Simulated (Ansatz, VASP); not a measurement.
## One calculation of CdF2, two programs

Contents of INCAR:

```
PREC = Accurate
ENCUT = 700
EDIFF = 1E-6
ISMEAR = -1
SIGMA = 0.02
LREAL = F
LASPH = T
NELM = 120
ALGO = Normal
ISIF = 2
LWAVE = F
LCHARG = T
GGA = PE
LELF = T
LVHAR = T
NBANDS = 24
GGA_COMPAT = F
```

Contents of KPOINTS:

```
regular mesh
0
Gamma
  8 8 8
```

The input POSCAR:

```
CdF2
1.0
    0.0000000000      2.6941776810      2.8291559829
    2.6941776810      0.0000000000      2.8291559829
    2.6941776810      2.6941776810      0.0000000000
Cd F
1 2
Direct
    0.0000000000      0.0000000000      0.0000000000
    0.2500000000      0.2500000000      0.2500000000
    0.7500000000      0.7500000000      0.7500000000
```

Input for Ansatz:

```yaml
crystal:
  lattice:
    - [0.0, 2.694177681, 2.8291559829]
    - [2.694177681, 0.0, 2.8291559829]
    - [2.694177681, 2.694177681, 0.0]
  atoms:
    - { symbol: Cd, position: [0.0, 0.0, 0.0] }
    - { symbol: F, position: [0.25, 0.25, 0.25] }
    - { symbol: F, position: [0.75, 0.75, 0.75] }
kpoints:
  mp_grid: { grid: [8, 8, 8] }
  band_path:
    path:
      - [0.0, 0.0, 0.0]
      - [0.5, 0.0, 0.5]
      - [0.625, 0.25, 0.625]
      - [0.375, 0.375, 0.75]
      - [0.5, 0.5, 0.5]
      - [0.5, 0.25, 0.75]
      - [0.25, -0.25, -0.5]
    npoints: 1
hamiltonian:
  xc: pbe
scf:
  occupations: { method: fermi_dirac, width: 0.02 }
  n_extra_bands: 4
output:
  forces: true
  stress: true
  eigenvalues: true
```

Change from the starting cell: uniaxial_z strain +5.0%.

Alike in both runs: task single point; functional PBE; k mesh 8 × 8 × 8; occupations fermi-dirac, width 0.02 eV; no spin polarisation.

```csv
,VASP,Ansatz
version,VASP 6.6.1,Ansatz 0.2.0
potentials or method,"VASP PAW PBE potentials, release 64 (Cd_sv_GW, F)","plane waves, PAW"
plane-wave cutoff (eV),700,420
valence electrons in the cell,34,34
```

Ansatz gave:

| Quantity | Value |
| --- | --- |
| gap on the k mesh at the Fermi level (eV) | 2.85 |
| pressure (GPa) | 0.2 |
| traceless stress, the component that is largest in VASP (GPa) | -3.44 |

Q: Estimate VASP's values.

A: gap on the k mesh at the Fermi level (eV): 2.84; pressure (GPa): -0.2; traceless stress, the component that is largest in VASP (GPa): -3.44.

The functional is the same, so the differences come from potentials, cutoffs and numerics.
